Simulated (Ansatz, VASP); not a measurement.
**Cr in VASP and in Ansatz**

Contents of INCAR:

```
SYSTEM = Cr
PREC = Accurate
ENCUT = 600
EDIFF = 1E-6
ISMEAR = 0
SIGMA = 0.1
LREAL = .False.
LASPH = .True.
NELM = 60
ALGO = Normal
ISIF = 3
LWAVE = .False.
LCHARG = .False.
GGA = PS
IBRION = 2
NSW = 80
EDIFFG = -0.01
```

Contents of KPOINTS:

```
regular mesh
0
Gamma
  20 20 20
  0 0 0
```

POSCAR

```
Cr
1.0
   -1.4199682872      1.4199682872      1.4199682872
    1.4199682872     -1.4199682872      1.4199682872
    1.4199682872      1.4199682872     -1.4199682872
Cr
1
Direct
    0.0000000000      0.0000000000      0.0000000000
```

Input for Ansatz:

```yaml
crystal:
  lattice:
    - [-1.4199682872, 1.4199682872, 1.4199682872]
    - [1.4199682872, -1.4199682872, 1.4199682872]
    - [1.4199682872, 1.4199682872, -1.4199682872]
  atoms:
    - { symbol: Cr, position: [0.0, 0.0, 0.0] }
basis:
  ecutwfc: 420
kpoints:
  mp_grid: { grid: [20, 20, 20] }
hamiltonian:
  xc: pbesol
scf:
  occupations: { method: gaussian, width: 0.1 }
output:
  forces: true
  stress: true
  eigenvalues: true
relax:
  adjacent_minimum: "off"
  f_tol: 0.01
  max_steps: 60
  cell: { stress_tol: 0.1 }
```

Alike in both runs: task relaxation of cell and atoms; functional PBEsol; k mesh 20 × 20 × 20; occupations gaussian, width 0.1 eV; no spin polarisation.

```csv
,VASP,Ansatz
version,VASP 6.6.1,Ansatz 0.2.0
potentials or method,"VASP PAW PBE potentials, release 64 (Cr_pv), cutoff 600 eV","scalar-relativistic, plane waves, PAW"
valence electrons in the cell,12,14
```

|  | VASP | Ansatz | Ansatz less VASP |
| --- | --- | --- | --- |
| gap on the k mesh at the Fermi level, each at its own relaxed structure (eV) | none | none | - |
| relaxed volume (Å³/atom) | 11.12 | 11.14 | +0.025 |
| relaxed length of the cell vector where the two differ most in proportion (Å) | 2.435 | 2.437 | +0.0018 |

VASP's potentials were made for PBE, not for PBEsol. A gap of «none» marks a metal or a gap that the smearing closes. VASP's potentials hold 12 valence electrons a cell and Ansatz's 14, so a difference there can come from the potentials and not from the codes.
